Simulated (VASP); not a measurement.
# Sb (P1) in VASP: a series of runs

Sb is run at these levels: PBEsol; tasks: single point.

Program: VASP 6.6.1. These are calculated values, not measurements. Logs are shortened: lines on timing, memory, paths and dates and some standing lists are left out, and cuts for length are marked.

## Step 1: The cell of the first run

The typed cell holds 4 atoms: a = 9.013 Å, b = 4.507 Å, c = 4.507 Å, α = 57.11°, β = 57.11°, γ = 57.11°.

## Step 2: Single point, PBEsol

Input file INCAR:

```
SYSTEM = Sb
PREC = Accurate ; ENCUT = 520
EDIFF = 1E-6 ; ISMEAR = -1
SIGMA = 0.08 ; LREAL = .FALSE.
LASPH = .TRUE. ; NELM = 80
ALGO = Normal ; ISIF = 2
LWAVE = .FALSE. ; LCHARG = .FALSE.
GGA = PS ; NBANDS = 18
```

Input file KPOINTS:

```
Automatic mesh
0
G
  3 5 5
  0 0 0
```

Input file POSCAR:

```
Sb
1.0
    4.3084000000      2.4874558998      7.5160000000
   -2.1542000000      1.2437279499      3.7580000000
    0.0000000000     -2.4874558998      3.7580000000
Sb
4
Direct
    0.1159730488      0.2283935027      0.2204060090
    0.6066533823      0.2427265027      0.2397277759
    0.4091528821      0.7330977983      0.7504229411
    0.8682206936      0.7957822097      0.7894432472
```

Potentials or basis: VASP PAW PBE potentials, release 64 (Sb).

The run is started by

```console
> cat potpaw_PBE.64/Sb/POTCAR > POTCAR
> mpirun -np 1 vasp_std > vasp.out
```

OUTCAR:

```text
SYSTEM = Sb
   PREC = Accurate
   ENCUT = 520
   EDIFF = 1E-6
   ISMEAR = -1
   LREAL = .FALSE.
   LASPH = .TRUE.
   NELM = 80
   ISIF = 2
   GGA = PS

 ion  position               nearest neighbor table
   1  0.116  0.228  0.220-   4 2.90   4 2.91   3 3.02   3 3.44   3 3.51   4 3.58
   2  0.607  0.243  0.240-   3 2.76   4 2.80   3 2.83   3 3.19   4 3.39   4 3.40
   3  0.409  0.733  0.750-   2 2.76   2 2.83   1 3.02   2 3.19   1 3.44   1 3.51
   4  0.868  0.796  0.789-   2 2.80   1 2.90   1 2.91   2 3.39   2 3.40   1 3.58

  LATTYP: Found a base centered monoclinic cell.
 ALAT       =     7.9169244567
 B/A-ratio  =     0.5442012266
 C/A-ratio  =     0.9425841740
 COS(beta)  =    -0.3141947247

  Lattice vectors:

 A1 = (  -2.1542000000,   1.2437279499,   3.7580000000)
 A2 = (   0.0000000000,  -2.4874558998,   3.7580000000)
 A3 = (   6.4626000000,   3.7311838497,   0.0000000000)

Analysis of symmetry for initial positions (statically):
=====================================================================
 Subroutine PRICEL returns:
 Original cell was already a primitive cell.

 Routine SETGRP: Setting up the symmetry group for a
 base centered monoclinic supercell.

 Subroutine GETGRP returns: Found  1 space group operations
 (whereof  1 operations were pure point group operations)
 out of a pool of  4 trial point group operations.

The static configuration has the point symmetry C_1 .

Analysis of symmetry for dynamics (positions and initial velocities):
=====================================================================
 Subroutine PRICEL returns:
 Original cell was already a primitive cell.

 Routine SETGRP: Setting up the symmetry group for a
 base centered monoclinic supercell.

 Subroutine GETGRP returns: Found  1 space group operations
 (whereof  1 operations were pure point group operations)
 out of a pool of  4 trial point group operations.

The dynamic configuration has the point symmetry C_1 .

 Subroutine INISYM returns: Found  1 space group operations
 (whereof  1 operations are pure point group operations),
 and found     1 'primitive' translations

----------------------------------------------------------------------------------------

                                     Primitive cell

  volume of cell :     120.8230

  direct lattice vectors                    reciprocal lattice vectors
     4.308400000  2.487455900  7.516000000     0.116052363  0.067002863  0.044349831
[... 86 lines left out ...]
   LSORBIT =      F    spin-orbit coupling
   LASPH  =      T    aspherical Exc in radial PAW
   ENCUT  =  520.0 eV  38.22 Ry    6.18 a.u.  16.76  8.38  8.38*2*pi/ulx,y,z
   NELM   =     80;   NELMIN=  2; NELMDL= -5     # of ELM steps
   EDIFF  = 0.1E-05   stopping-criterion for ELM
   LREAL  =      F    real-space projection
   EDIFFG = 0.1E-04   stopping-criterion for IOM
   NSW    =      0    number of steps for IOM
   IBRION =     -1    ionic relax: 0-MD 1-quasi-New 2-CG
   NFREE  =      0    steps in history (QN), initial steepest desc. (CG)
   ISIF   =      2    stress and relaxation
   ISYM   =      2    0-nonsym 1-usesym 2-fastsym
   POTIM  = 0.5000    time-step for ionic-motion
   TEBEG  =    0.0;   TEEND  =   0.0 temperature during run
   PSTRESS=    0.0 pullay stress
   NELECT =      20.0000    total number of electrons
   NUPDOWN=      -1.0000    fix difference up-down
   EMIN   =  10.00;   EMAX   =-10.00  energy-range for DOS
   EFERMI =   0.00;   METHOD = LEGACY
   ISMEAR =    -1;   SIGMA  =   0.08  broadening in eV -4-tet -1-fermi 0-gaus
   EFERMI_NEDOS =   21; number of points for ismear=-14 and -15
   IALGO  =     38    algorithm
   IMIX   =      4    mixing-type and parameters
     AMIX     =   0.40;   BMIX     =  1.00
     AMIX_MAG =   1.60;   BMIX_MAG =  1.00
  volume/ion in A,a.u.               =      30.21       203.84
  Fermi-wavevector in a.u.,A,eV,Ry     =   0.898880  1.698637 10.993305  0.807985
  Thomas-Fermi vector in A             =   2.021644
   LORBIT       =      0    0 simple, 1 ext, 2 COOP (PROOUT), +10 PAW based schemes
   GGA     = PS    functional components
   LHFCALC =     F    Hartree Fock is set to
   AEXX    =    0.0000 exact exchange contribution
   IVDW    =     0    specifies the selected vdW correction
   LEPSILON=     F    determine dielectric tensor
   LRPA    =     F    only Hartree local field effects (RPA)
 non-spin polarized calculation
  energy-cutoff  :      520.00
  volume of cell :      120.82
 maximum number of plane-waves:      3270
 NGX is ok and might be reduce to    70
   NGX = 33   NGY = 17   NGZ = 17

 number of electron      20.0000000 magnetization

 Free energy of the ion-electron system (eV)
  ---------------------------------------------------
  ext. energy  EPLUGINS =         0.00000000
  ---------------------------------------------------
  free energy    TOTEN  =       -17.96455358 eV

  energy without entropy =      -17.94647904  energy(sigma->0) =      -17.95551631

 E-fermi :   7.1223     XC(G=0):  -9.6467

 val. band max:        7.0619007685   @ k =  -0.3333   0.2000   0.2000
 cond. band min:       7.2048899560   @ k =   0.0000  -0.4000   0.4000
 fundamental gap:      0.1429891876
 Fermi energy:         7.1222970526

 k-point     1 :       0.0000    0.0000    0.0000
  band No.  band energies     occupation
      1      -5.8043      2.00000
      2      -3.4320      2.00000
      3      -2.3172      2.00000
      4       2.4010      2.00000
      5       4.6581      2.00000
      6       4.8985      2.00000
[... 481 lines left out ...]
      5       1.8002      2.00000
      6       2.8857      2.00000
[... 10 lines left out ...]
     17      12.8602      0.00000
     18      13.4103      0.00000

 [... further k-points ...]
[... 5 lines left out ...]
  --------------------------------------------------------------------------------------
  -------------------------------------------------------------------------------------
  Total        1.7367667      1.6056566      1.4247602     -0.3248479     -0.5212689     -0.0203127
  in kB       23.0304606     21.2918704     18.8930867     -4.3076586     -6.9123057     -0.2693571
  external PRESSURE =      21.0718059 kB  Pullay stress =       0.0000000 kB

 VOLUME and BASIS-vectors are now :
 -----------------------------------------------------------------------------
  energy-cutoff  :      520.00
  volume of cell :      120.82
      direct lattice vectors                 reciprocal lattice vectors
     4.308400000  2.487455900  7.516000000     0.116052363  0.067002863  0.044349831
    -2.154200000  1.243727950  3.758000000    -0.232104726  0.134005726  0.088699663
     0.000000000 -2.487455900  3.758000000     0.000000000 -0.268011452  0.088699663

 POSITION                                       TOTAL-FORCE (eV/Angst)
 -----------------------------------------------------------------------------------
      0.00765      0.02429      2.55824         0.006670      0.004116      0.253445
      2.09082      1.21460      6.37267         0.320469     -0.096331      1.088757
      0.18356      0.06288      8.65026        -1.277234     -0.399027     -0.735879
      2.02637      1.18569     12.48282         0.950094      0.491242     -0.606322
 -----------------------------------------------------------------------------------
    total drift:                                0.000023      0.000024      0.000039

  FREE ENERGIE OF THE ION-ELECTRON SYSTEM (eV)
  ---------------------------------------------------
  free  energy   TOTEN  =       -17.9645535824 eV

  energy  without entropy=      -17.9464790358  energy(sigma->0) =      -17.95551631
```

Wall time 78 s (1 thread of Intel Xeon 6975P-C, shared host); peak memory 0.3 GiB.

Results:

* Free energy: -17.9646 eV
* Pressure: 2.1 GPa
* Largest force: 1.527 eV/Å
* Band gap on the k mesh: zero (band 10 reaches 7.06 eV, above the bottom of band 11 at 6.98 eV)

Forces in eV/Å, atoms in the order of the input:
```
Sb   0.007  0.004  0.253
Sb   0.320 -0.096  1.089
Sb  -1.277 -0.399 -0.736
Sb   0.950  0.491 -0.606
```

Caveat: the PAW data sets were made with another functional, which shifts forces and pressure a little; spin-orbit coupling is left out, which moves the levels of the heavy elements.

## Step 3: Single point, PBEsol

Input file INCAR:

```
PREC = Accurate
ENCUT = 520
EDIFF = 1E-7
ISMEAR = -1
SIGMA = 0.08
LREAL = F
LASPH = T
NELM = 80
ALGO = Normal
ISIF = 2
LWAVE = F
LCHARG = F
GGA = PS
NBANDS = 18
```

Input file KPOINTS:

```
regular mesh
0
Gamma
  3 5 5
```

Input file POSCAR:

```
Sb
1.0
    4.3084000000      2.4874558998      7.5160000000
   -2.1542000000      1.2437279499      3.7580000000
    0.0000000000     -2.4874558998      3.7580000000
Sb
4
Direct
    0.1159656580      0.2284056452      0.2204187600
    0.6066512263      0.2427268328      0.2397237748
    0.4091583131      0.7330914847      0.7504199891
    0.8682247423      0.7957759168      0.7894377172
```

Potentials or basis: VASP PAW PBE potentials, release 64 (Sb).

The run is started by

```console
> cat potpaw_PBE.64/Sb/POTCAR > POTCAR
> mpirun -np 1 vasp_std > vasp.out
```

Run time: 94 s. Hardware: 1 thread of Intel Xeon 6975P-C, shared host; peak memory 0.3 GiB.

The run converged. Its results:

| Item | Value |
| --- | --- |
| Free energy | -17.9645 eV |
| Pressure | 2.1 GPa |
| Largest force | 1.527 eV/Å |
| Band gap on the k mesh | zero (band 10 reaches 7.06 eV, above the bottom of band 11 at 6.98 eV) |

Forces in eV/Å, atoms in the order of the input:
```
Sb   0.007  0.004  0.253
Sb   0.321 -0.096  1.089
Sb  -1.277 -0.399 -0.736
Sb   0.950  0.491 -0.606
```

Stress tensor (GPa, compression positive):
```
 2.30 -0.43 -0.03
-0.43  2.13 -0.69
-0.03 -0.69  1.89
```

Levels at points of the mesh, in eV from the Fermi level:
| k point | band 7 | band 8 | band 9 | band 10 | band 11 | band 12 | band 13 | band 14 |
| --- | --- | --- | --- | --- | --- | --- | --- | --- |
| (0.00, 0.00, 0.00) | -1.85 | -1.77 | -1.67 | -0.45 | -0.14 | 0.42 | 0.77 | 1.77 |

Caveat: the PAW data sets were made with another functional, which shifts forces and pressure a little; spin-orbit coupling is left out, which moves the levels of the heavy elements.
